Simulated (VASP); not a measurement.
HfB (rocksalt type):

```xyz
2
Lattice="0.0000 2.3100 2.3100 2.3100 0.0000 2.3100 2.3100 2.3100 0.0000" Properties=species:S:1:pos:R:3 pbc="T T T"
Hf    0.0000    0.0000    0.0000
B     2.3100    2.3100    2.3100
```

```yaml
Program: VASP 6.6.1
Task: relaxation of cell and atoms
Functional: r2SCAN
Potentials_or_basis: VASP PAW PBE potentials, release 64 (Hf_pv, B)
Cutoff: 600 eV
k_mesh: 16 × 16 × 16
Occupations: fermi-dirac, width 0.05 eV
Spin: no spin polarisation
```

At the start: pressure 29.7 GPa; volume 12.33 Å³/atom.

Problem. How do energy, volume and symmetry change on relaxing?

Solution. Over 16 steps the energy falls by 142.2 meV/atom and the volume is 14.02 Å³/atom (+13.8 %); space group Fm-3m (No. 225, to 0.1 Å) before and after.

The path:
| step | energy change (eV) | largest force (eV/Å) | pressure (GPa) | volume (Å³) |
| --- | --- | --- | --- | --- |
| 1 | 0.0000 | 0.0000 | 29.67 | 24.65 |
| 2 | 0.1891 | 0.0000 | -23.04 | 33.73 |
| 3 | -0.2839 | 0.0000 | -1.02 | 28.22 |
| 4 | -0.2844 | 0.0000 | -0.16 | 28.08 |
| 5 | -0.2843 | 0.0000 | 0.37 | 28.01 |
| 6 | -0.2843 | 0.0000 | 0.30 | 28.01 |
| 7 | -0.2843 | 0.0000 | 0.33 | 28.01 |
| 8 | -0.2843 | 0.0000 | 0.28 | 28.01 |
| 9 | -0.2843 | 0.0000 | 0.27 | 28.01 |
| 10 | -0.2843 | 0.0000 | 0.27 | 28.01 |
| 11 | -0.2843 | 0.0000 | 0.27 | 28.01 |
| 12 | -0.2843 | 0.0000 | 0.27 | 28.01 |
| 13 | -0.2843 | 0.0000 | 0.27 | 28.02 |
| 14 | -0.2843 | 0.0000 | 0.27 | 28.02 |
| 15 | -0.2844 | 0.0000 | 0.26 | 28.03 |
| 16 | -0.2844 | 0.0000 | 0.04 | 28.05 |

Final structure:
```xyz
2
Lattice="0.0000 2.4114 2.4114 2.4114 0.0000 2.4114 2.4114 2.4114 0.0000" Properties=species:S:1:pos:R:3 pbc="T T T"
Hf    2.4114    2.4114    0.0000
B     2.4114    2.4114    2.4114
```

Caveat: the PAW data sets were made with another functional, which shifts forces and pressure a little.
